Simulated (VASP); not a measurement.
**BN: single point with PBEsol**

BN:

```xyz
8
Lattice="4.4972 0.0000 0.0000 0.0000 4.4972 0.0000 0.0000 0.0000 2.7665" Properties=species:S:1:pos:R:3 pbc="T T T"
B     0.7831    3.7141    1.3833
B     1.4655    1.4655    0.0000
B     3.0317    3.0317    0.0000
B     3.7141    0.7831    1.3833
N     3.6535    3.6535    1.3833
N     1.4049    3.0923    0.0000
N     3.0923    1.4049    0.0000
N     0.8437    0.8437    1.3833
```

| Property | Result |
| --- | --- |
| Program | VASP 6.6.1 |
| Task | single point |
| Functional | PBEsol |
| Potentials or basis | VASP PAW PBE potentials, release 64 (B, N) |
| Cutoff | 520 eV |
| k mesh | 6 × 6 × 10 |
| Occupations | gaussian, width 0.05 eV |
| Spin | no spin polarisation |

```json
{
  "Pressure": "-37.4 GPa",
  "Largest force": "0.101 eV/Å",
  "Band gap on the k mesh": "4.60 eV (least direct gap 4.83 eV)"
}
```

Forces in eV/Å, atoms in the order of the input:
```
B   -0.071  0.071  0.000
B    0.071  0.071  0.000
B   -0.071 -0.071  0.000
B    0.071 -0.071  0.000
N   -0.014 -0.014  0.000
N   -0.014  0.014  0.000
N    0.014 -0.014  0.000
N    0.014  0.014  0.000
```

Stress tensor (GPa, compression positive):
```
-22.98   0.00   0.00
  0.00 -22.98   0.00
  0.00   0.00 -66.14
```

Levels at points of the mesh, in eV from the valence-band top:
| k point | band 14 | band 15 | band 16 | band 17 | band 18 | band 19 |
| --- | --- | --- | --- | --- | --- | --- |
| (0.00, 0.00, 0.00) | -0.58 | 0.00 | 0.00 | 4.83 | 6.15 | 7.46 |
| (0.50, 0.00, 0.00) | -1.65 | -1.29 | -1.29 | 5.97 | 5.97 | 7.35 |
| (0.50, 0.50, 0.00) | -2.73 | -2.07 | -2.07 | 6.32 | 6.32 | 6.78 |
| (0.00, 0.00, 0.50) | -3.71 | -3.18 | -3.18 | 6.12 | 6.12 | 9.71 |
| (0.50, 0.00, 0.50) | -3.42 | -1.78 | -1.78 | 6.37 | 6.37 | 8.32 |
| (0.50, 0.50, 0.50) | -2.89 | -2.18 | -2.18 | 5.77 | 5.77 | 6.44 |

Wall time 68 s on 1 thread of Intel(R) Xeon(R) Platinum 8488C (Sapphire Rapids) (shared host), peak memory 0.21 GiB.

Caveat: the cell stands under tension; the PAW data sets were made with another functional, which shifts forces and pressure a little. A k mesh can miss the band edges.
